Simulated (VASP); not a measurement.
Write the native input for VASP 6.6.1 that does the following.

```
Task                   : single point
Functional             : LDA
Potentials or basis    : VASP PAW LDA potentials, release 64 (La, Zn)
Cutoff                 : 520 eV
k mesh                 : 8 × 8 × 8
Occupations            : fermi-dirac, width 0.1 eV
Spin                   : no spin polarisation
Dipole correction      : no
Further INCAR settings : ALGO = Normal; EDIFF = 1e-07; NBANDS = 18
```

The structure of LaZn lies in POSCAR:

```
LaZn
1.0
    3.7500000000      0.0000000000      0.0000000000
    0.0000000000      3.7500000000      0.0000000000
    0.0000000000      0.0000000000      3.7500000000
La Zn
1 1
Direct
    0.5000000000      0.5000000000      0.5000000000
    0.0000000000      0.0000000000      0.0000000000
```

The input as run:

INCAR

```
SYSTEM = LaZn
ALGO     = Normal         ! electronic algorithm
EDIFF    = 1E-7           ! SCF threshold, eV
ENCUT    = 520            ! plane-wave cutoff, eV
ISIF     = 2              ! what is computed and relaxed
ISMEAR   = -1             ! smearing method
LASPH    = .TRUE.         ! aspherical terms in the spheres
LCHARG   = .TRUE.         ! write CHGCAR
LELF     = .TRUE.         ! ELF
LREAL    = .FALSE.        ! projectors in reciprocal space
LVHAR    = .TRUE.       
LWAVE    = .FALSE.        ! write WAVECAR
NBANDS   = 18             ! bands
NELM     = 100            ! most SCF steps
PREC     = Accurate       ! precision mode
SIGMA    = 0.1            ! smearing width, eV
```

KPOINTS

```
k-points
0
G
  8 8 8
  0 0 0
```

Potentials or basis: VASP PAW LDA potentials, release 64 (La, Zn).

Command:

```bash
$ cat potpaw_LDA.64/La/POTCAR potpaw_LDA.64/Zn/POTCAR > POTCAR
$ mpirun -np 1 vasp_std > vasp.out
```

Results of the run:

| Item | Value |
| --- | --- |
| Pressure | -3.9 GPa |

Wall time 24 s on 1 thread of Intel(R) Xeon(R) Platinum 8259CL CPU @ 2.50GHz (Skylake/Cascade Lake) (shared host), peak memory 0.17 GiB.
